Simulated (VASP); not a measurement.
# Pb (I4/mmm) in VASP: further runs

Pb is run at these levels: PBEsol; tasks: single point.

Program: VASP 6.6.1. These are calculated values, not measurements. Logs are shortened: lines on timing, memory, paths and dates and some standing lists are left out, and cuts for length are marked.

### Step 1. The cell of the first run

Symmetry: I4/mmm, No. 139, tetragonal system. The conventional cell has a = 3.406 Å, b = 3.406 Å, c = 5.187 Å, α = 90.00°, β = 90.00°, γ = 90.00°. Pb (site symmetry 4/mmm) has 12 Pb at 3.41 to 3.54 Å within 4.5 Å.

### Step 2. Single point, PBEsol (strain -0.025 along x and y, +0.050 along z)

INCAR reads:

```
SYSTEM = Pb
  ALGO = Normal
  EDIFF = 1E-7
  ENCUT = 520
  GGA = PS
  ISIF = 2
  ISMEAR = 0
  LASPH = .True.
  LCHARG = .True.
  LELF = .True.
  LREAL = .False.
  LVHAR = .True.
  LWAVE = .False.
  NBANDS = 13
  NELM = 60
  PREC = Accurate
  SIGMA = 0.15
```

KPOINTS reads:

```
k-points
0
Gamma
  16 16 16
  0 0 0
```

POSCAR reads:

```
Pb
1.0
    0.0000000000      2.4080550000      2.5932900000
    2.4080550000      0.0000000000      2.5932900000
    2.4080550000      2.4080550000      0.0000000000
Pb
1
Direct
    0.0000000000      0.0000000000      0.0000000000
```

Potentials or basis: VASP PAW PBE potentials, release 64 (Pb_d).

Launch:

```console
$ cat potpaw_PBE.64/Pb_d/POTCAR > POTCAR
$ mpirun -np 1 vasp_std > vasp.out
```

OUTCAR:

```text
SYSTEM = Pb
   EDIFF = 1E-7
   ENCUT = 520
   GGA = PS
   ISIF = 2
   ISMEAR = 0
   LASPH = .True.
   LREAL = .False.
   NELM = 60
   PREC = Accurate

 ion  position               nearest neighbor table
   1  0.000  0.000  0.000-

  LATTYP: Found a body centered tetragonal cell.
 ALAT       =     3.4055040399
 C/A-ratio  =     1.5229992210

  Lattice vectors:

 A1 = (  -2.4080550000,   0.0000000000,   2.5932900000)
 A2 = (   2.4080550000,   0.0000000000,   2.5932900000)
 A3 = (   0.0000000000,   2.4080550000,  -2.5932900000)

Analysis of symmetry for initial positions (statically):
=====================================================================
 Subroutine PRICEL returns:
 Original cell was already a primitive cell.

 Routine SETGRP: Setting up the symmetry group for a
 body centered tetragonal supercell.

 Subroutine GETGRP returns: Found 16 space group operations
 (whereof 16 operations were pure point group operations)
 out of a pool of 16 trial point group operations.

The static configuration has the point symmetry D_4h.

Analysis of symmetry for dynamics (positions and initial velocities):
=====================================================================
 Subroutine PRICEL returns:
 Original cell was already a primitive cell.

 Routine SETGRP: Setting up the symmetry group for a
 body centered tetragonal supercell.

 Subroutine GETGRP returns: Found 16 space group operations
 (whereof 16 operations were pure point group operations)
 out of a pool of 16 trial point group operations.

The dynamic configuration has the point symmetry D_4h.

 Subroutine INISYM returns: Found 16 space group operations
 (whereof 16 operations are pure point group operations),
 and found     1 'primitive' translations

----------------------------------------------------------------------------------------

                                     Primitive cell

  volume of cell :      30.0756

  direct lattice vectors                    reciprocal lattice vectors
     0.000000000  2.408055000  2.593290000    -0.207636453  0.207636453  0.192805278
     2.408055000  0.000000000  2.593290000     0.207636453 -0.207636453  0.192805278
     2.408055000  2.408055000  0.000000000     0.207636453  0.207636453 -0.192805278

  length of vectors
     3.538909706  3.538909706  3.405504040     0.351282890  0.351282890  0.351282890

  position of ions in fractional coordinates (direct lattice)
     0.000000000  0.000000000  0.000000000

  ion indices of the primitive-cell ions
   primitive index   ion index
                 1           1

----------------------------------------------------------------------------------------

 KPOINTS: k-points

Automatic generation of k-mesh.
 Grid dimensions read from file:
 generate k-points for:   16   16   16

 Generating k-lattice:

  Cartesian coordinates                     Fractional coordinates (reciprocal lattice)
    -0.012977278  0.012977278  0.012050330     0.062500000  0.000000000  0.000000000
     0.012977278 -0.012977278  0.012050330     0.000000000  0.062500000  0.000000000
     0.012977278  0.012977278 -0.012050330     0.000000000  0.000000000  0.062500000

  Length of vectors
     0.021955181  0.021955181  0.021955181

  Shift w.r.t. Gamma in fractional coordinates (k-lattice)
     0.000000000  0.000000000  0.000000000

 Subroutine IBZKPT returns following result:
 ===========================================

 Found    349 irreducible k-points:

 Following reciprocal coordinates:
            Coordinates               Weight
  0.000000  0.000000  0.000000      1.000000
  0.062500  0.000000  0.000000      8.000000
  0.125000  0.000000  0.000000      8.000000
  0.187500  0.000000  0.000000      8.000000
  0.250000  0.000000  0.000000      8.000000
  0.312500 -0.000000  0.000000      8.000000
[... 16 lines left out ...]
 -0.125000  0.062500  0.000000      8.000000
 -0.062500  0.062500  0.000000      4.000000
 [... further k-points ...]
   k-points           NKPTS =    349   k-points in BZ     NKDIM =    349   number of bands    NBANDS=     13
   number of dos      NEDOS =    301   number of ions     NIONS =      1
   total plane-waves  NPLWV =  21952
   dimension x,y,z NGX =    28 NGY =   28 NGZ =   28
   dimension x,y,z NGXF=    56 NGYF=   56 NGZF=   56
   ions per type =               1
   NGX,Y,Z   is equivalent  to a cutoff of  13.15, 13.15, 13.67 a.u.
   NGXF,Y,Z  is equivalent  to a cutoff of  26.31, 26.31, 27.34 a.u.
 SYSTEM =  Pb
   PREC   = accura    normal or accurate (medium, high low for compatibility)
   ISTART =      0    job   : 0-new  1-cont  2-samecut
   ICHARG =      2    charge: 1-file 2-atom 10-const
   ISPIN  =      1    spin polarized calculation?
   LNONCOLLINEAR =      F non collinear calculations
   LSORBIT =      F    spin-orbit coupling
   LASPH  =      T    aspherical Exc in radial PAW
   ENCUT  =  520.0 eV  38.22 Ry    6.18 a.u.   6.58  6.58  6.33*2*pi/ulx,y,z
   NELM   =     60;   NELMIN=  2; NELMDL= -5     # of ELM steps
   EDIFF  = 0.1E-06   stopping-criterion for ELM
   LREAL  =      F    real-space projection
   EDIFFG = 0.1E-05   stopping-criterion for IOM
   NSW    =      0    number of steps for IOM
   IBRION =     -1    ionic relax: 0-MD 1-quasi-New 2-CG
   NFREE  =      0    steps in history (QN), initial steepest desc. (CG)
   ISIF   =      2    stress and relaxation
   ISYM   =      2    0-nonsym 1-usesym 2-fastsym
   POTIM  = 0.5000    time-step for ionic-motion
   TEBEG  =    0.0;   TEEND  =   0.0 temperature during run
   PSTRESS=    0.0 pullay stress
   NELECT =      14.0000    total number of electrons
   NUPDOWN=      -1.0000    fix difference up-down
   EMIN   =  10.00;   EMAX   =-10.00  energy-range for DOS
   EFERMI =   0.00;   METHOD = LEGACY
   ISMEAR =     0;   SIGMA  =   0.15  broadening in eV -4-tet -1-fermi 0-gaus
   EFERMI_NEDOS =   21; number of points for ismear=-14 and -15
   IALGO  =     38    algorithm
   IMIX   =      4    mixing-type and parameters
     AMIX     =   0.40;   BMIX     =  1.00
     AMIX_MAG =   1.60;   BMIX_MAG =  1.00
  volume/ion in A,a.u.               =      30.08       202.96
  Fermi-wavevector in a.u.,A,eV,Ry     =   1.268760  2.397609 21.902012  1.609752
  Thomas-Fermi vector in A             =   2.401838
   LORBIT       =      0    0 simple, 1 ext, 2 COOP (PROOUT), +10 PAW based schemes
   GGA     = PS    functional components
   LHFCALC =     F    Hartree Fock is set to
   AEXX    =    0.0000 exact exchange contribution
   IVDW    =     0    specifies the selected vdW correction
   LEPSILON=     F    determine dielectric tensor
   LRPA    =     F    only Hartree local field effects (RPA)
 non-spin polarized calculation
 Gauss-broadening in eV      SIGMA  =   0.15
  energy-cutoff  :      520.00
  volume of cell :       30.08
 maximum number of plane-waves:       828
   NGX = 13   NGY = 13   NGZ = 13

 number of electron      13.9999997 magnetization

 Free energy of the ion-electron system (eV)
  ---------------------------------------------------
  ext. energy  EPLUGINS =         0.00000000
  ---------------------------------------------------
  free energy    TOTEN  =        -3.99800332 eV

  energy without entropy =       -3.99300115  energy(sigma->0) =       -3.99550224

 E-fermi :   7.2074     XC(G=0): -10.3800

 val. band max:        7.2043190716   @ k =   0.3125   0.3125   0.0000
 cond. band min:       7.2158361978   @ k =   0.3750   0.1875   0.0625
 fundamental gap:      0.0115171262
 Fermi energy:         7.2073510548

 k-point     1 :       0.0000    0.0000    0.0000
  band No.  band energies     occupation
      1      -9.8707      2.00000
      2      -9.7681      2.00000
      3      -9.7681      2.00000
      4      -9.7035      2.00000
      5      -9.6155      2.00000
      6      -4.6346      2.00000
      7      14.6445      0.00000
      8      14.6445      0.00000
      9      14.7244      0.00000
     10      17.0172      0.00000
     11      18.6327      0.00000
     12      19.7012      0.00000
     13      19.8204      0.00000

 k-point     2 :       0.0625    0.0000    0.0000
  band No.  band energies     occupation
      1      -9.8647      2.00000
      2      -9.7679      2.00000
      3      -9.7627      2.00000
      4      -9.7022      2.00000
      5      -9.6174      2.00000
      6      -4.5585      2.00000
      7      13.7071      0.00000
      8      14.5594      0.00000
      9      14.5834      0.00000
     10      16.8253      0.00000
     11      19.0707      0.00000
     12      19.7065      0.00000
     13      19.9712      0.00000

 k-point     3 :       0.1250    0.0000    0.0000
  band No.  band energies     occupation
      1      -9.8503      2.00000
      2      -9.7693      2.00000
      3      -9.7489      2.00000
      4      -9.6946      2.00000
      5      -9.6216      2.00000
      6      -4.3300      2.00000
      7      11.8509      0.00000
      8      14.1886      0.00000
      9      14.4213      0.00000
     10      16.5717      0.00000
     11      19.0936      0.00000
     12      19.7628      0.00000
     13      20.3958      0.00000
[... 305 lines left out ...]
 k-point    23 :      -0.1250    0.0625    0.0000
  band No.  band energies     occupation
      1      -9.8252      2.00000
      2      -9.7829      2.00000
      3      -9.7412      2.00000
      4      -9.6741      2.00000
      5      -9.6369      2.00000
      6      -4.1322      2.00000
      7      10.9908      0.00000
      8      12.9251      0.00000
      9      14.8278      0.00000
     10      16.8710      0.00000
     11      19.4801      0.00000
     12      20.1332      0.00000
     13      20.1511      0.00000

 k-point    24 :      -0.0625    0.0625    0.0000
  band No.  band energies     occupation
      1      -9.8445      2.00000
      2      -9.7761      2.00000
      3      -9.7562      2.00000
      4      -9.6926      2.00000
      5      -9.6267      2.00000
      6      -4.4217      2.00000
      7      12.6998      0.00000
      8      13.7074      0.00000
      9      14.7901      0.00000
     10      16.7967      0.00000
     11      19.2007      0.00000
     12      19.9137      0.00000
     13      20.2570      0.00000

 [... further k-points ...]
[... 5 lines left out ...]
  --------------------------------------------------------------------------------------
  -------------------------------------------------------------------------------------
  Total        0.0523843      0.0523843     -0.1739056      0.0000000      0.0000000      0.0000000
  in kB        2.7906037      2.7906037     -9.2642474      0.0000000      0.0000000      0.0000000
  external PRESSURE =      -1.2276800 kB  Pullay stress =       0.0000000 kB

 VOLUME and BASIS-vectors are now :
 -----------------------------------------------------------------------------
  energy-cutoff  :      520.00
  volume of cell :       30.08
      direct lattice vectors                 reciprocal lattice vectors
     0.000000000  2.408055000  2.593290000    -0.207636453  0.207636453  0.192805278
     2.408055000  0.000000000  2.593290000     0.207636453 -0.207636453  0.192805278
     2.408055000  2.408055000  0.000000000     0.207636453  0.207636453 -0.192805278

 POSITION                                       TOTAL-FORCE (eV/Angst)
 -----------------------------------------------------------------------------------
      0.00000      0.00000      0.00000         0.000000      0.000000      0.000000
 -----------------------------------------------------------------------------------
    total drift:                               -0.000000     -0.000000     -0.000000

  FREE ENERGIE OF THE ION-ELECTRON SYSTEM (eV)
  ---------------------------------------------------
  free  energy   TOTEN  =        -3.9980033250 eV

  energy  without entropy=       -3.9930011462  energy(sigma->0) =       -3.99550224
```

Run time: 95 s. Hardware: 1 thread of Intel Xeon Platinum 8488C (Sapphire Rapids), shared host; peak memory 0.25 GiB.

Results:

* Free energy: -3.9980 eV
* Pressure: -0.1 GPa
* Band gap on the k mesh: zero (band 7 reaches 14.64 eV, above the bottom of band 8 at 5.28 eV)

Caveat: the cell differs from its parent crystal (strain -0.025 along x and y, +0.050 along z); the PAW data sets were made with another functional, which shifts forces and pressure a little; spin-orbit coupling is left out, which moves the levels of the heavy elements.

(Part 1 of 2 ends here.)
